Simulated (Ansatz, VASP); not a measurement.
**WSe2: VASP beside Ansatz**

INCAR

```
ALGO = Normal ; DIPOL = 0.5 0.5 0.389
EDIFF = 1E-6 ; ENCUT = 520
GGA = PE ; IDIPOL = 3
ISIF = 2 ; ISMEAR = 0
IVDW = 12 ; LASPH = True
LCHARG = False ; LDIPOL = True
LREAL = False ; LWAVE = False
NBANDS = 35 ; NELM = 80
PREC = Accurate ; SIGMA = 0.05
```

File KPOINTS:

```
k-points
0
Gamma
  9 9 1
```

POSCAR

```
WSe2
1.0
    3.2854927591      0.0000000000      0.0000000000
   -1.6427463796      2.8453201933      0.0000000000
    0.0000000000      0.0000000000     24.2386469112
Se W
4 2
Direct
    0.3333333333      0.6666666667      0.1856539277
    0.3333333333      0.6666666667      0.3246601794
    0.5000000000      1.0000000000      0.4529676717
    0.5000000000      1.0000000000      0.5919739235
    0.6666666667      0.3333333333      0.2551570535
    0.1666666667      1.3333333333      0.5224707976
```

Input for Ansatz:

```yaml
crystal:
  lattice:
    - [3.2854927591, 0.0, 0.0]
    - [-1.6427463796, 2.8453201933, 0.0]
    - [0.0, 0.0, 24.2386469112]
  atoms:
    - { symbol: Se, position: [0.3333333333, 0.6666666667, 0.1856539277] }
    - { symbol: W, position: [0.6666666667, 0.3333333333, 0.2551570535] }
    - { symbol: Se, position: [0.3333333333, 0.6666666667, 0.3246601794] }
    - { symbol: Se, position: [0.5, 1.0, 0.4529676717] }
    - { symbol: W, position: [0.1666666667, 1.3333333333, 0.5224707976] }
    - { symbol: Se, position: [0.5, 1.0, 0.5919739235] }
basis:
  ecutwfc: 420
kpoints:
  mp_grid: { grid: [9, 9, 1] }
hamiltonian:
  xc: pbe
  pseudopotentials: { kind: paw, azcp: { folder: soft_1 } }
  dispersion: d3bj
scf:
  occupations: { method: gaussian, width: 0.05 }
output:
  forces: true
  eigenvalues: true
efield:
  axis: 3
  dipole_correction: true
  ramp_width: 0.04
```

Alike in both runs: task single point; functional PBE; dispersion D3(BJ); k mesh 9 × 9 × 1; occupations gaussian, width 0.05 eV; no spin polarisation.

|  | VASP | Ansatz |
| --- | --- | --- |
| version | VASP 6.6.1 | Ansatz 0.2.0 |
| potentials or method | VASP PAW PBE potentials, release 64 (Se, W_sv), cutoff 520 eV | scalar-relativistic, plane waves, PAW |
| valence electrons in the cell | 52 | 92 |

Ansatz gave:

* gap on the k mesh at the Fermi level (eV): 1.34
* least direct gap on the mesh (eV): 1.64
* rms of the force components (eV/Å): 0.085

Problem. Which values does VASP return?

Solution. gap on the k mesh at the Fermi level (eV): 1.34; least direct gap on the mesh (eV): 1.63; rms of the force components (eV/Å): 0.073.

VASP's potentials hold 52 valence electrons a cell and Ansatz's 92, so a difference there can come from the potentials and not from the codes.

Neither program's run includes spin-orbit coupling.
